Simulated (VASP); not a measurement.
Write the native input for VASP 6.6.1 that does the following.

| Item | Value |
| --- | --- |
| Task | relaxation of cell and atoms |
| Functional | PBE |
| Potentials or basis | VASP PAW PBE potentials, release 64 (Co, Ni, O) |
| Cutoff | 600 eV |
| k mesh | 14 × 14 × 10 |
| Occupations | gaussian, width 0.1 eV |
| Spin | no spin polarisation |
| Dipole correction | no |
| Further INCAR settings | ALGO = Normal; EDIFF = 1e-07; IBRION = 2; EDIFFG = -0.01; NSW = 80; ISIF = 3 |

The structure of CoNiO2 lies in POSCAR:

```
CoNiO2
1.0
    3.0143330000      0.0000000000      0.0000000000
    0.0000000000      3.0143330000      0.0000000000
    0.0000000000      0.0000000000      4.2222850000
Co Ni O
1 1 2
Direct
    0.5000000000      0.5000000000      0.5000000000
    0.0000000000      0.0000000000      0.0000000000
    0.5000000000      0.5000000000      0.0000000000
    0.0000000000      0.0000000000      0.5000000000
```

One way to write it, as run:

INCAR

```
SYSTEM = CoNiO2
ALGO = Normal ; EDIFF = 1E-7
EDIFFG = -0.01 ; ENCUT = 600
GGA = PE ; IBRION = 2
ISIF = 3 ; ISMEAR = 0
LASPH = .TRUE. ; LCHARG = .FALSE.
LREAL = .FALSE. ; LWAVE = .FALSE.
NELM = 80 ; NSW = 80
PREC = Accurate ; SIGMA = 0.1
```

KPOINTS

```
k-points
0
G
  14 14 10
  0 0 0
```

Potentials or basis: VASP PAW PBE potentials, release 64 (Co, Ni, O).

Command:

```sh
$ cat potpaw_PBE.64/Co/POTCAR potpaw_PBE.64/Ni/POTCAR potpaw_PBE.64/O/POTCAR > POTCAR
$ mpirun -np 1 vasp_std > vasp.out
```

Results of the run:

The relaxed volume is 8.81 Å³/atom, the relaxed cell is a = 2.921 Å, b = 2.921 Å, c = 4.133 Å, α = 90.00°, β = 90.00°, γ = 90.00° and the space group after relaxing (to 0.05 Å) is P4/mmm (No. 123). The energy gained by relaxing is 39.6 meV/atom. The ionic steps are 9. The pressure after relaxing is 0.0 GPa.

Caveat: an odd number of electrons without spin polarisation forces a metal; a magnetic or distorted state may lie lower; the run has no spin polarisation, though such a crystal can be magnetic.

It took 36 min on 1 thread of AMD EPYC 7R13 (shared host), peak memory 0.32 GiB.
